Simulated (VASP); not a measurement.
# BN (F-43m) in VASP: a series of runs

BN is run at these levels: BLYP, PBEsol; tasks: relaxation of cell and atoms.

Everything below comes from runs of VASP 6.6.1. Logs are shortened: lines on timing, memory, paths and dates and some standing lists are left out, and cuts for length are marked.

**1. The cell of the first run**

Symmetry: F-43m, No. 216, cubic system. The conventional cell has a = 3.626 Å, b = 3.626 Å, c = 3.626 Å, α = 90.00°, β = 90.00°, γ = 90.00°. N (site symmetry -43m) has 4 B at 1.57 Å within 2.1 Å. Within 2.1 Å of B (site symmetry -43m) lie 4 N at 1.57 Å.

**2. Relaxation of cell and atoms, BLYP**

INCAR reads:

```
PREC = Accurate
ENCUT = 600
EDIFF = 1E-6
ISMEAR = -1
SIGMA = 0.05
LREAL = F
LASPH = T
NELM = 80
ALGO = Normal
ISIF = 3
LWAVE = F
LCHARG = F
GGA = B5
ALDAX = 1.0
AGGAX = 1.0
AGGAC = 1.0
ALDAC = 0.0
IBRION = 2
NSW = 60
EDIFFG = -0.01
```

KPOINTS reads:

```
Automatic mesh
0
Gamma
  13 13 13
```

POSCAR reads:

```
BN
1.0
    0.0000000000      1.8130010000      1.8130010000
    1.8130010000      0.0000000000      1.8130010000
    1.8130010000      1.8130010000      0.0000000000
N B
1 1
Direct
    0.2500000000      0.2500000000      0.2500000000
    0.0000000000      0.0000000000      0.0000000000
```

Potentials or basis: VASP PAW PBE potentials, release 64 (N, B).

Started as:

```console
> cat potpaw_PBE.64/N/POTCAR potpaw_PBE.64/B/POTCAR > POTCAR
> mpirun -np 1 vasp_std > vasp.out
```

OUTCAR:

```text
PREC = Accurate
   ENCUT = 600
   EDIFF = 1E-6
   ISMEAR = -1
   LREAL = F
   LASPH = T
   NELM = 80
   ISIF = 3
   GGA = B5
   IBRION = 2
   NSW = 60
   EDIFFG = -0.01

 ion  position               nearest neighbor table
   1  0.250  0.250  0.250-   2 1.57   2 1.57   2 1.57   2 1.57
   2  0.000  0.000  0.000-   1 1.57   1 1.57   1 1.57   1 1.57

  LATTYP: Found a face centered cubic cell.
 ALAT       =     3.6260020000

  Lattice vectors:

 A1 = (   0.0000000000,   1.8130010000,   1.8130010000)
 A2 = (   1.8130010000,   0.0000000000,   1.8130010000)
 A3 = (   1.8130010000,   1.8130010000,   0.0000000000)

Analysis of symmetry for initial positions (statically):
=====================================================================
 Subroutine PRICEL returns:
 Original cell was already a primitive cell.

 Routine SETGRP: Setting up the symmetry group for a
 face centered cubic supercell.

 Subroutine GETGRP returns: Found 24 space group operations
 (whereof 24 operations were pure point group operations)
 out of a pool of 48 trial point group operations.

The static configuration has the point symmetry T_d .

Analysis of symmetry for dynamics (positions and initial velocities):
=====================================================================
 Subroutine PRICEL returns:
 Original cell was already a primitive cell.

 Routine SETGRP: Setting up the symmetry group for a
 face centered cubic supercell.

 Subroutine GETGRP returns: Found 24 space group operations
 (whereof 24 operations were pure point group operations)
 out of a pool of 48 trial point group operations.

The dynamic configuration has the point symmetry T_d .

 Subroutine INISYM returns: Found 24 space group operations
 (whereof 24 operations are pure point group operations),
 and found     1 'primitive' translations

----------------------------------------------------------------------------------------

                                     Primitive cell

  volume of cell :      11.9186

  direct lattice vectors                    reciprocal lattice vectors
     0.000000000  1.813001000  1.813001000    -0.275785838  0.275785838  0.275785838
     1.813001000  0.000000000  1.813001000     0.275785838 -0.275785838  0.275785838
     1.813001000  1.813001000  0.000000000     0.275785838  0.275785838 -0.275785838

  length of vectors
     2.563970603  2.563970603  2.563970603     0.477675083  0.477675083  0.477675083

  position of ions in fractional coordinates (direct lattice)
     0.250000000  0.250000000  0.250000000
     0.000000000  0.000000000  0.000000000

  ion indices of the primitive-cell ions
   primitive index   ion index
                 1           1
                 2           2

----------------------------------------------------------------------------------------

 KPOINTS: Automatic mesh

Automatic generation of k-mesh.
 Grid dimensions read from file:
 generate k-points for:   13   13   13

 Generating k-lattice:

  Cartesian coordinates                     Fractional coordinates (reciprocal lattice)
    -0.021214295  0.021214295  0.021214295     0.076923077  0.000000000  0.000000000
     0.021214295 -0.021214295  0.021214295     0.000000000  0.076923077  0.000000000
     0.021214295  0.021214295 -0.021214295     0.000000000  0.000000000  0.076923077

  Length of vectors
     0.036744237  0.036744237  0.036744237

  Shift w.r.t. Gamma in fractional coordinates (k-lattice)
     0.000000000  0.000000000  0.000000000

 Subroutine IBZKPT returns following result:
 ===========================================

 Found     84 irreducible k-points:

 Following reciprocal coordinates:
            Coordinates               Weight
  0.000000  0.000000  0.000000      1.000000
  0.076923  0.000000  0.000000      8.000000
  0.153846  0.000000  0.000000      8.000000
  0.230769  0.000000  0.000000      8.000000
  0.307692  0.000000  0.000000      8.000000
  0.384615  0.000000  0.000000      8.000000
[... 16 lines left out ...]
  0.384615  0.153846  0.000000     24.000000
  0.461538  0.153846  0.000000     24.000000
 [... further k-points ...]
   k-points           NKPTS =     84   k-points in BZ     NKDIM =     84   number of bands    NBANDS=      8
   number of dos      NEDOS =    301   number of ions     NIONS =      2
   total plane-waves  NPLWV =   8000
   dimension x,y,z NGX =    20 NGY =   20 NGZ =   20
   dimension x,y,z NGXF=    40 NGYF=   40 NGZF=   40
   ions per type =               1   1
   NGX,Y,Z   is equivalent  to a cutoff of  12.97, 12.97, 12.97 a.u.
   NGXF,Y,Z  is equivalent  to a cutoff of  25.94, 25.94, 25.94 a.u.
 SYSTEM =  unknown system
   PREC   = accura    normal or accurate (medium, high low for compatibility)
   ISTART =      0    job   : 0-new  1-cont  2-samecut
   ICHARG =      2    charge: 1-file 2-atom 10-const
   ISPIN  =      1    spin polarized calculation?
   LNONCOLLINEAR =      F non collinear calculations
   LSORBIT =      F    spin-orbit coupling
   LASPH  =      T    aspherical Exc in radial PAW
   ENCUT  =  600.0 eV  44.10 Ry    6.64 a.u.   5.12  5.12  5.12*2*pi/ulx,y,z
   NELM   =     80;   NELMIN=  2; NELMDL= -5     # of ELM steps
   EDIFF  = 0.1E-05   stopping-criterion for ELM
   LREAL  =      F    real-space projection
   EDIFFG = -.1E-01   stopping-criterion for IOM
   NSW    =     60    number of steps for IOM
   IBRION =      2    ionic relax: 0-MD 1-quasi-New 2-CG
   NFREE  =      1    steps in history (QN), initial steepest desc. (CG)
   ISIF   =      3    stress and relaxation
   ISYM   =      2    0-nonsym 1-usesym 2-fastsym
   POTIM  = 0.5000    time-step for ionic-motion
   TEBEG  =    0.0;   TEEND  =   0.0 temperature during run
   PSTRESS=    0.0 pullay stress
   NELECT =       8.0000    total number of electrons
   NUPDOWN=      -1.0000    fix difference up-down
   EMIN   =  10.00;   EMAX   =-10.00  energy-range for DOS
   EFERMI =   0.00;   METHOD = LEGACY
   ISMEAR =    -1;   SIGMA  =   0.05  broadening in eV -4-tet -1-fermi 0-gaus
   EFERMI_NEDOS =   21; number of points for ismear=-14 and -15
   IALGO  =     38    algorithm
   IMIX   =      4    mixing-type and parameters
     AMIX     =   0.40;   BMIX     =  1.00
     AMIX_MAG =   1.60;   BMIX_MAG =  1.00
  volume/ion in A,a.u.               =       5.96        40.22
  Fermi-wavevector in a.u.,A,eV,Ry     =   1.433387  2.708709 27.954506  2.054598
  Thomas-Fermi vector in A             =   2.552911
   LORBIT       =      0    0 simple, 1 ext, 2 COOP (PROOUT), +10 PAW based schemes
   GGA     = B5    functional components
   LHFCALC =     F    Hartree Fock is set to
   AEXX    =    0.0000 exact exchange contribution
   IVDW    =     0    specifies the selected vdW correction
   LEPSILON=     F    determine dielectric tensor
   LRPA    =     F    only Hartree local field effects (RPA)
 conjugate gradient relaxation of ions
 non-spin polarized calculation
  energy-cutoff  :      600.00
  volume of cell :       11.92
 maximum number of plane-waves:       411
   NGX = 11   NGY = 11   NGZ = 11

--------------------------------------- Ionic step        1  -------------------------------------------

 number of electron       7.9999999 magnetization

 Free energy of the ion-electron system (eV)
  ---------------------------------------------------
  ext. energy  EPLUGINS =         0.00000000
  ---------------------------------------------------
  free energy    TOTEN  =       -16.41061058 eV

  energy without entropy =      -16.41061058  energy(sigma->0) =      -16.41061058

------------------------ aborting loop because EDIFF is reached ----------------------------------------

  FORCE on cell =-STRESS in cart. coord.  units (eV):
  Direction    XX          YY          ZZ          XY          YZ          ZX
  --------------------------------------------------------------------------------------
  -------------------------------------------------------------------------------------
  Total        0.4462324      0.4462324      0.4462324      0.0000000      0.0000000     -0.0000000
  in kB       59.9856799     59.9856799     59.9856799      0.0000000      0.0000000     -0.0000000
  external PRESSURE =      59.9856799 kB  Pullay stress =       0.0000000 kB

 VOLUME and BASIS-vectors are now :
 -----------------------------------------------------------------------------
  energy-cutoff  :      600.00
  volume of cell :       11.92
      direct lattice vectors                 reciprocal lattice vectors
     0.000000000  1.813001000  1.813001000    -0.275785838  0.275785838  0.275785838
     1.813001000  0.000000000  1.813001000     0.275785838 -0.275785838  0.275785838
     1.813001000  1.813001000  0.000000000     0.275785838  0.275785838 -0.275785838
[... 37 lines left out ...]
 POSITION                                       TOTAL-FORCE (eV/Angst)
 -----------------------------------------------------------------------------------
      0.91626      0.91626      0.91626         0.000000      0.000000      0.000000
      3.66503      1.83252      1.83252        -0.000000     -0.000000     -0.000000
 -----------------------------------------------------------------------------------
    total drift:                               -0.000000     -0.000000      0.000000

  FREE ENERGIE OF THE ION-ELECTRON SYSTEM (eV)
  ---------------------------------------------------
  free  energy   TOTEN  =       -16.4108935840 eV

  energy  without entropy=      -16.4108935840  energy(sigma->0) =      -16.41089358

--------------------------------------- Ionic step        3  -------------------------------------------

 number of electron       8.0000000 magnetization

 Free energy of the ion-electron system (eV)
  ---------------------------------------------------
  ext. energy  EPLUGINS =         0.00000000
  ---------------------------------------------------
  free energy    TOTEN  =       -16.41422882 eV

  energy without entropy =      -16.41422882  energy(sigma->0) =      -16.41422882

 E-fermi :   8.4161     XC(G=0): -12.0065

 val. band max:        7.4139063627   @ k =   0.0000   0.0000   0.0000
 cond. band min:      12.3266519980   @ k =   0.4615   0.4615   0.0000
 fundamental gap:      4.9127456353
 Fermi energy:         8.4161302569

 k-point     1 :       0.0000    0.0000    0.0000
  band No.  band energies     occupation
      1     -12.3170      2.00000
      2       7.4139      2.00000
      3       7.4139      2.00000
      4       7.4139      2.00000
      5      16.2222      0.00000
      6      16.2222      0.00000
      7      16.2222      0.00000
      8      17.6722      0.00000

 k-point     2 :       0.0769    0.0000    0.0000
  band No.  band energies     occupation
      1     -12.1773      2.00000
      2       6.6653      2.00000
      3       7.2662      2.00000
      4       7.2662      2.00000
      5      16.4024      0.00000
      6      16.4477      0.00000
      7      16.4477      0.00000
      8      18.1279      0.00000
[... 221 lines left out ...]
 k-point    23 :       0.3846    0.1538    0.0000
  band No.  band energies     occupation
      1      -9.4395      2.00000
      2       0.1540      2.00000
      3       4.7423      2.00000
      4       4.8115      2.00000
      5      16.1084      0.00000
      6      19.3964      0.00000
      7      19.9432      0.00000
      8      20.9274      0.00000

 k-point    24 :       0.4615    0.1538    0.0000
  band No.  band energies     occupation
      1      -8.5034      2.00000
      2      -1.4768      2.00000
      3       4.2793      2.00000
      4       4.7058      2.00000
      5      16.4435      0.00000
      6      19.4012      0.00000
      7      19.8447      0.00000
      8      21.9831      0.00000

 [... further k-points ...]

------------------------ aborting loop because EDIFF is reached ----------------------------------------

  FORCE on cell =-STRESS in cart. coord.  units (eV):
  Direction    XX          YY          ZZ          XY          YZ          ZX
  --------------------------------------------------------------------------------------
  -------------------------------------------------------------------------------------
  Total       -0.0001313     -0.0001313     -0.0001313      0.0000000     -0.0000000      0.0000000
  in kB       -0.0173639     -0.0173639     -0.0173639      0.0000000     -0.0000000      0.0000000
  external PRESSURE =      -0.0173639 kB  Pullay stress =       0.0000000 kB

 VOLUME and BASIS-vectors are now :
 -----------------------------------------------------------------------------
  energy-cutoff  :      600.00
  volume of cell :       12.12
      direct lattice vectors                 reciprocal lattice vectors
     0.000000000  1.822911302  1.822911302    -0.274286521  0.274286521  0.274286521
     1.822911302  0.000000000  1.822911302     0.274286521 -0.274286521  0.274286521
     1.822911302  1.822911302 -0.000000000     0.274286521  0.274286521 -0.274286521

 POSITION                                       TOTAL-FORCE (eV/Angst)
 -----------------------------------------------------------------------------------
      0.91146      0.91146      0.91146         0.000000      0.000000      0.000000
      0.00000      0.00000      0.00000        -0.000000     -0.000000     -0.000000
 -----------------------------------------------------------------------------------
    total drift:                               -0.000000     -0.000000      0.000000

  FREE ENERGIE OF THE ION-ELECTRON SYSTEM (eV)
  ---------------------------------------------------
  free  energy   TOTEN  =       -16.4142288152 eV

  energy  without entropy=      -16.4142288152  energy(sigma->0) =      -16.41422882

 reached required accuracy - stopping structural energy minimisation
```

Wall time 12 s (1 thread of Intel Xeon 6975P-C (Granite Rapids), shared host); peak memory 0.12 GiB.

What came out:

| Quantity | Value |
| --- | --- |
| Free energy | -16.4142 eV |
| Relaxed volume | 6.06 Å³/atom |
| Relaxed cell | a = 2.578 Å, b = 2.578 Å, c = 2.578 Å, α = 60.00°, β = 60.00°, γ = 60.00° |
| Space group after relaxing (to 0.05 Å) | F-43m (No. 216) |
| Energy gained by relaxing | 1.8 meV/atom |
| Ionic steps | 3 |
| Pressure after relaxing | 0.0 GPa |
| Band gap on the k mesh | 4.91 eV, indirect (least direct gap 8.81 eV) |

The path:
| step | energy change (eV) | largest force (eV/Å) | pressure (GPa) | volume (Å³) |
| --- | --- | --- | --- | --- |
| 1 | 0.0000 | 0.0000 | 6.00 | 11.92 |
| 2 | -0.0003 | 0.0000 | -5.48 | 12.31 |
| 3 | -0.0036 | 0.0000 | 0.00 | 12.12 |

Final structure:
```cif
data_structure
_symmetry_space_group_name_H-M 'P 1'
_symmetry_Int_Tables_number 1
_cell_length_a 2.5780
_cell_length_b 2.5780
_cell_length_c 2.5780
_cell_angle_alpha 60.000
_cell_angle_beta 60.000
_cell_angle_gamma 60.000
_cell_volume 12.12
loop_
_atom_site_label
_atom_site_type_symbol
_atom_site_fract_x
_atom_site_fract_y
_atom_site_fract_z
_atom_site_occupancy
N1 N 0.25000 0.25000 0.25000 1
B1 B 0.00000 0.00000 0.00000 1
```

Levels at points of the mesh, in eV from the valence-band top:
```tsv
k point	band 1	band 2	band 3	band 4	band 5	band 6	band 7	band 8
(0.00, 0.00, 0.00)	-19.73	0.00	0.00	0.00	8.81	8.81	8.81	10.26
```

Caveat: the PAW data sets were made with another functional, which shifts forces and pressure a little.

(Part 1 of 2 ends here.)
